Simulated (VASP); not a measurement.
# NiI3 (Pm-3m) in VASP: notebook, part 2 of 2

VASP 6.6.1. Earlier steps stand in the parts before.

**3. Single point, PBE+U, collinear spin, ferromagnetic start**

INCAR

```
SYSTEM = NiI3
PREC     = Accurate       ! precision mode
ENCUT    = 520            ! plane-wave cutoff, eV
EDIFF    = 1E-6           ! SCF threshold, eV
ISMEAR   = 0              ! smearing method
SIGMA    = 0.05           ! smearing width, eV
LREAL    = .FALSE.        ! projectors in reciprocal space
LASPH    = .TRUE.         ! aspherical terms in the spheres
NELM     = 150            ! most SCF steps
ALGO     = Normal         ! electronic algorithm
ISIF     = 2              ! what is computed and relaxed
LWAVE    = .FALSE.        ! write WAVECAR
LCHARG   = .FALSE.        ! write CHGCAR
ISPIN    = 2              ! spin polarisation
MAGMOM   = 1.82 0 0 0     ! initial moments
LORBIT   = 11             ! projections on sites
LMAXMIX  = 4              ! l up to which the mixer works
LDAU     = .TRUE.         ! DFT+U
LDAUTYPE = 2            
LDAUL    = 2 -1           ! shell
LDAUU    = 6.2 0          ! U, eV
LDAUJ    = 0 0          
LDAUPRINT= 1            
GGA      = PE             ! functional
NBANDS   = 28             ! bands
```

KPOINTS

```
regular mesh
0
G
  4 4 4
  0 0 0
```

POSCAR

```
NiI3
1.0
    5.5589997942      0.0000000000      0.0000000000
    0.0000000000      5.5589997942      0.0000000000
    0.0000000000      0.0000000000      5.5589997942
Ni I
1 3
Direct
    0.0000000000      0.0000000000      0.0000000000
    0.5000000000      0.0000000000      0.0000000000
    0.0000000000      0.0000000000      0.5000000000
    0.0000000000      0.5000000000      0.0000000000
```

Potentials or basis: VASP PAW PBE potentials, release 64 (Ni, I).

Command:

```
$ cat potpaw_PBE.64/Ni/POTCAR potpaw_PBE.64/I/POTCAR > POTCAR
$ mpirun -np 1 vasp_std > vasp.out
```

OUTCAR:

```text
SYSTEM = NiI3
   PREC = Accurate
   ENCUT = 520
   EDIFF = 1E-6
   ISMEAR = 0
   LREAL = .FALSE.
   LASPH = .TRUE.
   NELM = 150
   ISIF = 2
   ISPIN = 2
   LORBIT = 11
   GGA = PE

 ion  position               nearest neighbor table
   1  0.000  0.000  0.000-   2 2.78   3 2.78   4 2.78   3 2.78   4 2.78   2 2.78
   2  0.500  0.000  0.000-   1 2.78   1 2.78
   3  0.000  0.000  0.500-   1 2.78   1 2.78
   4  0.000  0.500  0.000-   1 2.78   1 2.78

  LATTYP: Found a simple cubic cell.
 ALAT       =     5.5589997942

  Lattice vectors:

 A1 = (   5.5589997942,   0.0000000000,   0.0000000000)
 A2 = (   0.0000000000,   5.5589997942,   0.0000000000)
 A3 = (   0.0000000000,   0.0000000000,   5.5589997942)

Analysis of symmetry for initial positions (statically):
=====================================================================
 Subroutine PRICEL returns:
 Original cell was already a primitive cell.

 Routine SETGRP: Setting up the symmetry group for a
 simple cubic supercell.

 Subroutine GETGRP returns: Found 48 space group operations
 (whereof 48 operations were pure point group operations)
 out of a pool of 48 trial point group operations.

[... 821 lines left out ...]
  -------------------------------------------------------------------------------------
  Total       -0.1110943     -0.1110943     -0.1110943      0.0000000      0.0000000      0.0000000
  in kB       -1.0361258     -1.0361258     -1.0361258      0.0000000      0.0000000      0.0000000
  external PRESSURE =      -1.0361258 kB  Pullay stress =       0.0000000 kB

 VOLUME and BASIS-vectors are now :
 -----------------------------------------------------------------------------
  energy-cutoff  :      520.00
  volume of cell :      171.79
      direct lattice vectors                 reciprocal lattice vectors
     5.558999794  0.000000000  0.000000000     0.179888476  0.000000000  0.000000000
     0.000000000  5.558999794  0.000000000     0.000000000  0.179888476  0.000000000
     0.000000000  0.000000000  5.558999794     0.000000000  0.000000000  0.179888476

 POSITION                                       TOTAL-FORCE (eV/Angst)
 -----------------------------------------------------------------------------------
      0.00000      0.00000      0.00000         0.000000      0.000000      0.000000
      2.77950      0.00000      0.00000         0.000000      0.000000      0.000000
      0.00000      0.00000      2.77950         0.000000      0.000000      0.000000
      0.00000      2.77950      0.00000         0.000000      0.000000      0.000000
 -----------------------------------------------------------------------------------
    total drift:                               -0.000000     -0.000000     -0.000000

  FREE ENERGIE OF THE ION-ELECTRON SYSTEM (eV)
  ---------------------------------------------------
  free  energy   TOTEN  =        -6.8515956996 eV

  energy  without entropy=       -6.8390337460  energy(sigma->0) =       -6.84531472

 total charge

# of ion       s       p       d       tot
------------------------------------------
    1        0.341   0.284   8.134   8.759
    2        1.516   2.731   0.012   4.259
    3        1.516   2.731   0.012   4.259
    4        1.516   2.731   0.012   4.259
--------------------------------------------------
tot          4.888   8.478   8.170  21.537

 magnetization (x)

# of ion       s       p       d       tot
------------------------------------------
    1        0.026   0.023   1.649   1.698
    2        0.003  -0.068   0.002  -0.064
    3        0.003  -0.068   0.002  -0.064
    4        0.003  -0.068   0.002  -0.064
--------------------------------------------------
tot          0.035  -0.182   1.655   1.508
```

It took 1.8 min on 1 thread of AMD EPYC 9R45 (Zen 5), shared host; peak memory 0.32 GiB.

Results:

```
Free energy                                           : -6.8516 eV
Pressure                                              : -0.1 GPa
Net moment                                            : 1.42 μB per cell
Site moments                                          : Ni +1.70; I -0.06 μB
Valence electrons inside the program's atomic spheres : Ni 8.76; I 4.26
```

Eigenvalues of the final occupation matrices:
| site | spin | trace | eigenvalues |
| --- | --- | --- | --- |
| site 1 d | 1 | 4.90 | 0.97 0.97 0.97 0.99 0.99 |
| site 1 d | 2 | 3.25 | 0.17 0.17 0.97 0.97 0.97 |

Caveat: spin-orbit coupling is left out, which moves the levels of the heavy elements. The state reached can hang on the start; a lower one may exist.

**4. Single point, PBE+U, collinear spin, ferromagnetic start**

INCAR

```
ALGO = Normal
EDIFF = 1E-7
ENCUT = 520
GGA = PE
ISIF = 2
ISMEAR = 0
ISPIN = 2
LASPH = T
LCHARG = F
LDAU = T
LDAUJ = 0 0
LDAUL = 2 -1
LDAUPRINT = 1
LDAUTYPE = 2
LDAUU = 6.2 0
LMAXMIX = 4
LORBIT = 11
LREAL = F
LWAVE = F
MAGMOM = 1.82 0 0 0
NBANDS = 28
NELM = 150
PREC = Accurate
SIGMA = 0.05
```

KPOINTS

```
k-points
0
Gamma
  4 4 4
```

POSCAR is that of step 3.

Command:

```
$ cat potpaw_PBE.64/Ni/POTCAR potpaw_PBE.64/I/POTCAR > POTCAR
$ mpirun -np 1 vasp_std > vasp.out
```

It took 1.8 min on 1 thread of AMD EPYC 9R45 (Zen 5), shared host; peak memory 0.32 GiB.

Results (log left out):

```
Free energy                                           : -6.8516 eV
Pressure                                              : -0.1 GPa
Net moment                                            : 1.42 μB per cell
Site moments                                          : Ni +1.70; I -0.06 μB
Valence electrons inside the program's atomic spheres : Ni 8.76; I 4.26
```

Levels at points of the mesh, in eV from the Fermi level:
Spin up:
```
           k point  band 12  band 13  band 14  band 15  band 16  band 17  band 18  band 19  band 20  band 21
(0.00, 0.00, 0.00)    -0.56    -0.56    -0.56    -0.16    -0.16    -0.16     0.69     5.06     6.51     6.51
(0.50, 0.00, 0.00)    -1.48    -0.96    -0.96    -0.79    -0.31    -0.31     3.62     5.85     6.41     6.82
(0.50, 0.50, 0.00)    -1.14    -1.14    -0.93    -0.93    -0.12     0.44     5.42     5.59     5.59     7.04
(0.50, 0.50, 0.50)    -2.11    -0.10    -0.10     0.45     0.45     0.45     4.92     4.92     4.92     5.22
```
Spin down:
| k point | band 12 | band 13 | band 14 | band 15 | band 16 | band 17 | band 18 | band 19 |
| --- | --- | --- | --- | --- | --- | --- | --- | --- |
| (0.00, 0.00, 0.00) | -0.67 | -0.22 | -0.22 | -0.22 | 0.70 | 0.70 | 1.04 | 5.03 |
| (0.50, 0.00, 0.00) | -1.03 | -0.89 | -0.39 | -0.39 | 0.70 | 0.78 | 4.40 | 5.97 |
| (0.50, 0.50, 0.00) | -1.23 | -1.01 | -1.01 | 0.32 | 0.72 | 2.45 | 5.75 | 5.75 |
| (0.50, 0.50, 0.50) | -1.84 | 0.33 | 0.33 | 0.33 | 2.46 | 2.46 | 5.05 | 5.05 |

Eigenvalues of the final occupation matrices:
```csv
site,spin,trace,eigenvalues
site 1 d,1,4.90,0.97 0.97 0.97 0.99 0.99
site 1 d,2,3.25,0.17 0.17 0.97 0.97 0.97
```

Caveat: spin-orbit coupling is left out, which moves the levels of the heavy elements.

**5. Single point, PBE+U, collinear spin, ferromagnetic start (42.95 Å³/atom)**

INCAR

```
SYSTEM = NiI3
PREC = Accurate
ENCUT = 520
EDIFF = 1E-6
ISMEAR = 0
SIGMA = 0.05
LREAL = .FALSE.
LASPH = .TRUE.
NELM = 150
ALGO = Normal
ISIF = 2
LWAVE = .FALSE.
LCHARG = .FALSE.
ISPIN = 2
MAGMOM = 1.83 0 0 0
LORBIT = 11
LMAXMIX = 4
LDAU = .TRUE.
LDAUTYPE = 2
LDAUL = 2 -1
LDAUU = 6.2 0
LDAUJ = 0 0
LDAUPRINT = 1
GGA = PE
NBANDS = 28
```

KPOINTS

```
Automatic mesh
0
G
  6 6 6
  0 0 0
```

POSCAR is that of step 4.

Command:

```
$ cat potpaw_PBE.64/Ni/POTCAR potpaw_PBE.64/I/POTCAR > POTCAR
$ mpirun -np 1 vasp_std > vasp.out
```

Run time: 2.7 min. Hardware: 1 thread of AMD EPYC 9R45 (Zen 5), shared host; peak memory 0.36 GiB.

It converged, with:

```yaml
Free_energy: -6.9025 eV
Pressure: -0.2 GPa
Net_moment: 1.69 μB per cell
Site_moments: Ni +1.69; I -0.00 μB
Valence_electrons_inside_the_program's_atomic_spheres: Ni 8.76; I 4.26
```

Levels at points of the mesh, in eV from the Fermi level:
Spin up:
| k point | band 13 | band 14 | band 15 | band 16 | band 17 | band 18 | band 19 | band 20 |
| --- | --- | --- | --- | --- | --- | --- | --- | --- |
| (0.00, 0.00, 0.00) | -0.69 | -0.69 | -0.29 | -0.29 | -0.29 | 0.62 | 4.95 | 6.41 |
| (0.50, 0.00, 0.00) | -1.10 | -1.10 | -0.92 | -0.44 | -0.44 | 3.54 | 5.76 | 6.29 |
| (0.50, 0.50, 0.00) | -1.27 | -1.07 | -1.07 | -0.21 | 0.30 | 5.34 | 5.51 | 5.51 |
| (0.50, 0.50, 0.50) | -0.20 | -0.20 | 0.31 | 0.31 | 0.31 | 4.83 | 4.83 | 4.83 |
Spin down:
```
           k point  band 12  band 13  band 14  band 15  band 16  band 17  band 18  band 19
(0.00, 0.00, 0.00)    -0.73    -0.29    -0.29    -0.29     0.65     0.65     0.97     4.94
(0.50, 0.00, 0.00)    -1.10    -0.96    -0.46    -0.46     0.65     0.72     4.34     5.89
(0.50, 0.50, 0.00)    -1.30    -1.07    -1.07     0.26     0.67     2.40     5.68     5.68
(0.50, 0.50, 0.50)    -1.90     0.27     0.27     0.27     2.41     2.41     4.98     4.98
```

Eigenvalues of the final occupation matrices:
```tsv
site	spin	trace	eigenvalues
site 1 d	1	4.90	0.97 0.97 0.97 0.99 0.99
site 1 d	2	3.26	0.17 0.17 0.97 0.97 0.97
```

Caveat: spin-orbit coupling is left out, which moves the levels of the heavy elements.
